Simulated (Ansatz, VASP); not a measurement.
## Ag in VASP and in Ansatz

```xyz
2
Lattice="2.9494 0.0000 0.0000 -1.4747 2.5543 0.0000 0.0000 0.0000 4.8217" Properties=species:S:1:pos:R:3 pbc="T T T"
Ag    1.4747    0.8514    3.6163
Ag    0.0000    1.7028    1.2054
```

Alike in both runs: task single point; functional r2SCAN; k mesh 10 × 10 × 6; occupations fermi-dirac, width 0.05 eV; no spin polarisation.

|  | VASP | Ansatz |
| --- | --- | --- |
| version | VASP 6.6.1 | Ansatz 0.2.0 |
| potentials or method | VASP PAW PBE potentials, release 64 (Ag) | Ansatz PAW |
| plane-wave cutoff (eV) | 520 | 500 |
| valence electrons in the cell | 22 | 38 |

Ansatz gave:

```
gap on the k mesh at the Fermi level (eV)                     : none
pressure (GPa)                                                : -4.1
traceless stress, the component that is largest in VASP (GPa) : -0.49
```

**Question.** Estimate VASP's values.

**Answer.** gap on the k mesh at the Fermi level (eV): none; pressure (GPa): -4.0; traceless stress, the component that is largest in VASP (GPa): -0.49.

VASP's potentials were made for PBE, not for r2SCAN. A gap of «none» marks a metal or a gap that the smearing closes. VASP's potentials hold 22 valence electrons a cell and Ansatz's 38, so a difference there can come from the potentials and not from the codes.
